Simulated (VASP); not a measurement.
# Ge (P6_3/mmc) in VASP: notebook

Runs on Ge. Level: PBE. Tasks: electric field gradients.

All numbers are computed with VASP 6.6.1; they aren't measurements. Logs are shortened: lines on timing, memory, paths and dates and some standing lists are left out, and cuts for length are marked.

## Step 1: The cell of the first run

Symmetry: P6_3/mmc, No. 194, hexagonal system. Conventional cell: a = 3.998 Å, b = 3.998 Å, c = 6.533 Å, α = 90.00°, β = 90.00°, γ = 120.00°. Ge (site symmetry 3m) has 4 Ge at 2.44 to 2.45 Å within 3.2 Å.

This isn't the form of Ge at room conditions, which is diamond.

## Step 2: Electric field gradients, PBE (zz strain of -1 %)

File INCAR:

```
PREC = Accurate ; ENCUT = 520
EDIFF = 1E-8 ; ISMEAR = -1
SIGMA = 0.05 ; LREAL = F
LASPH = T ; NELM = 100
ALGO = Normal ; ISIF = 2
LWAVE = F ; LCHARG = F
GGA = PE ; LEFG = T
NBANDS = 36
```

File KPOINTS:

```
Automatic mesh
0
Gamma
  11 11 6
```

File POSCAR:

```
Ge
1.0
    3.9975858431      0.0000000000      0.0000000000
   -1.9987929216      3.4620108940      0.0000000000
    0.0000000000      0.0000000000      6.5333841705
Ge
4
Direct
    0.6666666667      0.3333333333      0.0629012500
    0.3333333333      0.6666666667      0.5629012500
    0.6666666667      0.3333333333      0.4370987500
    0.3333333333      0.6666666667      0.9370987500
```

Potentials or basis: VASP PAW PBE potentials, release 64 (Ge_d).

Launch:

```console
$ cat potpaw_PBE.64/Ge_d/POTCAR > POTCAR
$ mpirun -np 1 vasp_std > vasp.out
```

OUTCAR:

```text
PREC = Accurate
   ENCUT = 520
   EDIFF = 1E-8
   ISMEAR = -1
   LREAL = F
   LASPH = T
   NELM = 100
   ISIF = 2
   GGA = PE

 ion  position               nearest neighbor table
   1  0.667  0.333  0.063-   3 2.44   4 2.45   4 2.45   4 2.45
   2  0.333  0.667  0.563-   4 2.44   3 2.45   3 2.45   3 2.45
   3  0.667  0.333  0.437-   1 2.44   2 2.45   2 2.45   2 2.45
   4  0.333  0.667  0.937-   2 2.44   1 2.45   1 2.45   1 2.45

  LATTYP: Found a hexagonal cell.
 ALAT       =     3.9975858431
 C/A-ratio  =     1.6343324264

  Lattice vectors:

 A1 = (   3.9975858431,   0.0000000000,   0.0000000000)
 A2 = (  -1.9987929216,   3.4620108940,   0.0000000000)
 A3 = (   0.0000000000,   0.0000000000,   6.5333841705)

Analysis of symmetry for initial positions (statically):
=====================================================================
 Subroutine PRICEL returns:
 Original cell was already a primitive cell.

 Routine SETGRP: Setting up the symmetry group for a
 hexagonal supercell.

 Subroutine GETGRP returns: Found 24 space group operations
 (whereof 12 operations were pure point group operations)
 out of a pool of 24 trial point group operations.

The static configuration has the point symmetry D_3d.
 The point group associated with its full space group is D_6h.

Analysis of symmetry for dynamics (positions and initial velocities):
=====================================================================
 Subroutine PRICEL returns:
 Original cell was already a primitive cell.

 Routine SETGRP: Setting up the symmetry group for a
 hexagonal supercell.

 Subroutine GETGRP returns: Found 24 space group operations
 (whereof 12 operations were pure point group operations)
 out of a pool of 24 trial point group operations.

The dynamic configuration has the point symmetry D_3d.
 The point group associated with its full space group is D_6h.

 Subroutine INISYM returns: Found 24 space group operations
 (whereof 12 operations are pure point group operations),
 and found     1 'primitive' translations

----------------------------------------------------------------------------------------

                                     Primitive cell

  volume of cell :      90.4200

  direct lattice vectors                    reciprocal lattice vectors
     3.997585843  0.000000000  0.000000000     0.250150976  0.144424733  0.000000000
    -1.998792922  3.462010894  0.000000000     0.000000000  0.288849467  0.000000000
     0.000000000  0.000000000  6.533384170     0.000000000  0.000000000  0.153060033

  length of vectors
     3.997585843  3.997585843  6.533384170     0.288849467  0.288849467  0.153060033

  position of ions in fractional coordinates (direct lattice)
     0.666666667  0.333333333  0.062901250
     0.333333333  0.666666667  0.562901250
     0.666666667  0.333333333  0.437098750
     0.333333333  0.666666667  0.937098750

  ion indices of the primitive-cell ions
   primitive index   ion index
                 1           1
                 2           2
                 3           3
                 4           4

----------------------------------------------------------------------------------------

 KPOINTS: Automatic mesh

Automatic generation of k-mesh.
 Grid dimensions read from file:
 generate k-points for:   11   11    6

 Generating k-lattice:

  Cartesian coordinates                     Fractional coordinates (reciprocal lattice)
     0.022740998  0.013129521  0.000000000     0.090909091  0.000000000  0.000000000
     0.000000000  0.026259042  0.000000000     0.000000000  0.090909091  0.000000000
     0.000000000  0.000000000  0.025510006     0.000000000  0.000000000  0.166666667

  Length of vectors
     0.026259042  0.026259042  0.025510006

  Shift w.r.t. Gamma in fractional coordinates (k-lattice)
     0.000000000  0.000000000  0.000000000

 Subroutine IBZKPT returns following result:
 ===========================================

 Found     64 irreducible k-points:

 Following reciprocal coordinates:
            Coordinates               Weight
  0.000000  0.000000  0.000000      1.000000
  0.090909  0.000000  0.000000      6.000000
  0.181818 -0.000000  0.000000      6.000000
  0.272727  0.000000  0.000000      6.000000
  0.363636  0.000000  0.000000      6.000000
  0.454545  0.000000  0.000000      6.000000
[... 16 lines left out ...]
  0.090909  0.090909  0.166667     12.000000
  0.181818  0.090909  0.166667     24.000000
 [... further k-points ...]
   k-points           NKPTS =     64   k-points in BZ     NKDIM =     64   number of bands    NBANDS=     36
   number of dos      NEDOS =    301   number of ions     NIONS =      4
   total plane-waves  NPLWV =  45000
   dimension x,y,z NGX =    30 NGY =   30 NGZ =   50
   dimension x,y,z NGXF=    60 NGYF=   60 NGZF=  100
   ions per type =               4
   NGX,Y,Z   is equivalent  to a cutoff of  12.48, 12.48, 12.72 a.u.
   NGXF,Y,Z  is equivalent  to a cutoff of  24.95, 24.95, 25.45 a.u.
 SYSTEM =  unknown system
   PREC   = accura    normal or accurate (medium, high low for compatibility)
   ISTART =      0    job   : 0-new  1-cont  2-samecut
   ICHARG =      2    charge: 1-file 2-atom 10-const
   ISPIN  =      1    spin polarized calculation?
   LNONCOLLINEAR =      F non collinear calculations
   LSORBIT =      F    spin-orbit coupling
   LASPH  =      T    aspherical Exc in radial PAW
   ENCUT  =  520.0 eV  38.22 Ry    6.18 a.u.   7.43  7.43 12.15*2*pi/ulx,y,z
   NELM   =    100;   NELMIN=  2; NELMDL= -5     # of ELM steps
   EDIFF  = 0.1E-07   stopping-criterion for ELM
   LREAL  =      F    real-space projection
   EDIFFG = 0.1E-06   stopping-criterion for IOM
   NSW    =      0    number of steps for IOM
   IBRION =     -1    ionic relax: 0-MD 1-quasi-New 2-CG
   NFREE  =      0    steps in history (QN), initial steepest desc. (CG)
   ISIF   =      2    stress and relaxation
   ISYM   =      2    0-nonsym 1-usesym 2-fastsym
   POTIM  = 0.5000    time-step for ionic-motion
   TEBEG  =    0.0;   TEEND  =   0.0 temperature during run
   PSTRESS=    0.0 pullay stress
   NELECT =      56.0000    total number of electrons
   NUPDOWN=      -1.0000    fix difference up-down
   EMIN   =  10.00;   EMAX   =-10.00  energy-range for DOS
   EFERMI =   0.00;   METHOD = LEGACY
   ISMEAR =    -1;   SIGMA  =   0.05  broadening in eV -4-tet -1-fermi 0-gaus
   EFERMI_NEDOS =   21; number of points for ismear=-14 and -15
   IALGO  =     38    algorithm
   IMIX   =      4    mixing-type and parameters
     AMIX     =   0.40;   BMIX     =  1.00
     AMIX_MAG =   1.60;   BMIX_MAG =  1.00
  volume/ion in A,a.u.               =      22.60       152.55
  Fermi-wavevector in a.u.,A,eV,Ry     =   1.395456  2.637029 26.494576  1.947296
  Thomas-Fermi vector in A             =   2.518906
   LORBIT       =      0    0 simple, 1 ext, 2 COOP (PROOUT), +10 PAW based schemes
   GGA     = PE    functional components
   LHFCALC =     F    Hartree Fock is set to
   AEXX    =    0.0000 exact exchange contribution
   IVDW    =     0    specifies the selected vdW correction
   LEPSILON=     F    determine dielectric tensor
   LRPA    =     F    only Hartree local field effects (RPA)
 non-spin polarized calculation
  energy-cutoff  :      520.00
  volume of cell :       90.42
 maximum number of plane-waves:      2472
 NGX is ok and might be reduce to    30
   NGX = 15   NGY = 15   NGZ = 25

 number of electron      56.0000046 magnetization

 Free energy of the ion-electron system (eV)
  ---------------------------------------------------
  ext. energy  EPLUGINS =         0.00000000
  ---------------------------------------------------
  free energy    TOTEN  =       -17.94480997 eV

  energy without entropy =      -17.94387148  energy(sigma->0) =      -17.94434072

 E-fermi :   5.0955     XC(G=0):  -9.9268

 val. band max:        5.0104156835   @ k =   0.0000   0.0000   0.1667
 cond. band min:       5.1758179918   @ k =   0.0000   0.0000   0.0000
 fundamental gap:      0.1654023083
 Fermi energy:         5.0955341031

 k-point     1 :       0.0000    0.0000    0.0000
  band No.  band energies     occupation
      1     -19.8475      2.00000
      2     -19.8475      2.00000
      3     -19.8180      2.00000
      4     -19.8063      2.00000
      5     -19.8063      2.00000
      6     -19.8025      2.00000
[... 28 lines left out ...]
     35       9.6383      0.00000
     36      11.2029      0.00000

 k-point     2 :       0.0909    0.0000    0.0000
  band No.  band energies     occupation
      1     -19.8540      2.00000
      2     -19.8493      2.00000
      3     -19.8227      2.00000
      4     -19.8095      2.00000
      5     -19.8065      2.00000
      6     -19.7947      2.00000
[... 28 lines left out ...]
     35      10.0052      0.00000
     36      11.5409      0.00000

 k-point     3 :       0.1818   -0.0000    0.0000
  band No.  band energies     occupation
      1     -19.8640      2.00000
      2     -19.8529      2.00000
      3     -19.8318      2.00000
      4     -19.8162      2.00000
      5     -19.8054      2.00000
      6     -19.7837      2.00000
[... 28 lines left out ...]
     35      10.7402      0.00000
     36      10.9441      0.00000
[... 742 lines left out ...]
 k-point    23 :       0.0909    0.0909    0.1667
  band No.  band energies     occupation
      1     -19.8583      2.00000
      2     -19.8511      2.00000
      3     -19.8265      2.00000
      4     -19.8191      2.00000
      5     -19.8093      2.00000
      6     -19.7887      2.00000
[... 28 lines left out ...]
     35      10.6919      0.00000
     36      11.5601      0.00000

 k-point    24 :       0.1818    0.0909    0.1667
  band No.  band energies     occupation
      1     -19.8644      2.00000
      2     -19.8558      2.00000
      3     -19.8344      2.00000
      4     -19.8263      2.00000
      5     -19.8040      2.00000
      6     -19.7795      2.00000
[... 28 lines left out ...]
     35      11.2768      0.00000
     36      11.9586      0.00000

 [... further k-points ...]

------------------------ aborting loop because EDIFF is reached ----------------------------------------

  FORCE on cell =-STRESS in cart. coord.  units (eV):
  Direction    XX          YY          ZZ          XY          YZ          ZX
  --------------------------------------------------------------------------------------
  -------------------------------------------------------------------------------------
  Total        1.6938484      1.6938484      2.7058055     -0.0000000      0.0000000      0.0000000
  in kB       30.0137793     30.0137793     47.9449345     -0.0000000      0.0000000      0.0000000
  external PRESSURE =      35.9908310 kB  Pullay stress =       0.0000000 kB

 VOLUME and BASIS-vectors are now :
 -----------------------------------------------------------------------------
  energy-cutoff  :      520.00
  volume of cell :       90.42
      direct lattice vectors                 reciprocal lattice vectors
     3.997585843  0.000000000  0.000000000     0.250150976  0.144424733  0.000000000
    -1.998792922  3.462010894  0.000000000     0.000000000  0.288849467  0.000000000
     0.000000000  0.000000000  6.533384170     0.000000000  0.000000000  0.153060033

 POSITION                                       TOTAL-FORCE (eV/Angst)
 -----------------------------------------------------------------------------------
      1.99879      1.15400      0.41096        -0.000000      0.000000     -0.097832
     -0.00000      2.30801      3.67765        -0.000000     -0.000000     -0.097832
      1.99879      1.15400      2.85573         0.000000      0.000000      0.097832
     -0.00000      2.30801      6.12243         0.000000     -0.000000      0.097832
 -----------------------------------------------------------------------------------
    total drift:                                0.000000     -0.000000      0.000000

  FREE ENERGIE OF THE ION-ELECTRON SYSTEM (eV)
  ---------------------------------------------------
  free  energy   TOTEN  =       -17.9448099702 eV

  energy  without entropy=      -17.9438714777  energy(sigma->0) =      -17.94434072

 Electric field gradients (V/A^2)
---------------------------------------------------------------------
 ion       V_xx      V_yy      V_zz      V_xy      V_xz      V_yz
---------------------------------------------------------------------
   1      -0.680    -0.684     1.364    -0.003     0.000    -0.000
   2      -0.680    -0.684     1.364    -0.003    -0.000     0.000
   3      -0.680    -0.684     1.364    -0.003    -0.000     0.000
   4      -0.680    -0.684     1.364    -0.003     0.000    -0.000
---------------------------------------------------------------------

 Electric field gradients after diagonalization (V/A^2)
 (convention: |V_zz| > |V_xx| > |V_yy|)
----------------------------------------------------------------------
 ion       V_xx      V_yy      V_zz     asymmetry (V_yy - V_xx)/ V_zz
----------------------------------------------------------------------
   1      -0.686    -0.679     1.364       0.005
   2      -0.686    -0.679     1.364       0.005
   3      -0.686    -0.679     1.364       0.005
   4      -0.686    -0.679     1.364       0.005
----------------------------------------------------------------------

           NMR quadrupolar parameters

 Cq : quadrupolar parameter    Cq=e*Q*V_zz/h
 eta: asymmetry parameters     (V_yy - V_xx)/ V_zz
 Q  : nuclear electric quadrupole moment in mb (millibarn)
----------------------------------------------------------------------
 ion       Cq(MHz)       eta       Q (mb)
----------------------------------------------------------------------
   1       0.003       0.005       1.000
   2       0.003       0.005       1.000
   3       0.003       0.005       1.000
   4       0.003       0.005       1.000
----------------------------------------------------------------------
```

It took 6 min on 1 thread of Intel Xeon 8259CL, shared host; peak memory 0.26 GiB.

What came out:

```
Free energy                             : -17.9448 eV
Pressure                                : 3.6 GPa
Largest force                           : 0.098 eV/Å
Band gap on the k mesh                  : zero (bands 28 and 29 overlap by 0.17 eV)
Largest electric field gradient by atom : Ge +1.4 V/Å²
```

Forces on the atoms (eV/Å):
```
Ge   0.000  0.000 -0.098
Ge   0.000  0.000 -0.098
Ge   0.000  0.000  0.098
Ge   0.000  0.000  0.098
```

Levels at points of the mesh, in eV from the Fermi level:
| k point | band 26 | band 27 | band 28 | band 29 | band 30 | band 31 |
| --- | --- | --- | --- | --- | --- | --- |
| (0.00, 0.00, 0.00) | -0.19 | -0.18 | 0.08 | 0.09 | 0.09 | 2.17 |
| (0.00, 0.00, 0.50) | -0.94 | -0.94 | -0.94 | 0.63 | 0.63 | 3.31 |

Electric field gradients, principal values (V/Å²):
```
atom   least  middle  greatest (by size)
1 Ge  -0.679  -0.686               1.364
2 Ge  -0.679  -0.686               1.364
3 Ge  -0.679  -0.686               1.364
4 Ge  -0.679  -0.686               1.364
```

Caveat: the cell differs from its parent crystal (zz strain of -1 %); the cell stands under pressure; semilocal functionals underestimate gaps, so a narrow gap can read as zero; without QUAD_EFG the Cq values of the log hold for a quadrupole moment of 1 mb, not for the nuclei.

(Continued in part 2 of 4.)
